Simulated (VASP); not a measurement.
Here is a VASP 6.6.1 calculation.

Contents of INCAR:

```
SYSTEM = CuI
PREC     = Accurate       ! precision mode
ENCUT    = 520            ! plane-wave cutoff, eV
EDIFF    = 1E-6           ! SCF threshold, eV
ISMEAR   = 0              ! smearing method
SIGMA    = 0.05           ! smearing width, eV
LREAL    = .FALSE.        ! projectors in reciprocal space
LASPH    = .TRUE.         ! aspherical terms in the spheres
NELM     = 80             ! most SCF steps
ALGO     = Normal         ! electronic algorithm
ISIF     = 2              ! what is computed and relaxed
LWAVE    = .FALSE.        ! write WAVECAR
LCHARG   = .TRUE.         ! write CHGCAR
GGA      = PE             ! functional
LELF     = .TRUE.         ! ELF
LVHAR    = .TRUE.       
NBANDS   = 16             ! bands
```

KPOINTS

```
regular mesh
0
G
  8 8 8
  0 0 0
```

POSCAR

```
CuI
1.0
    0.0000000000      2.9794370463      3.2286920744
    3.2286920744      0.0000000000      3.2286920744
    3.2286920744      2.9794370463      0.0000000000
Cu I
1 1
Direct
    0.7500000000      0.7500000000      0.7500000000
    0.0000000000      0.0000000000      0.0000000000
```

Potentials or basis: VASP PAW PBE potentials, release 64 (Cu, I).

Command:

```bash
$ cat potpaw_PBE.64/Cu/POTCAR potpaw_PBE.64/I/POTCAR > POTCAR
$ mpirun -np 1 vasp_std > vasp.out
```

Task: Estimate the pressure.

Result: -3.0 GPa.

Task: Predict the band gap on the k mesh.

Result: 0.83 eV, direct.

Stress tensor (GPa, compression positive):
```
-3.48  0.00  0.00
 0.00 -2.16  0.00
 0.00  0.00 -3.48
```

Caveat: spin-orbit coupling is left out, which moves the levels of the heavy elements.
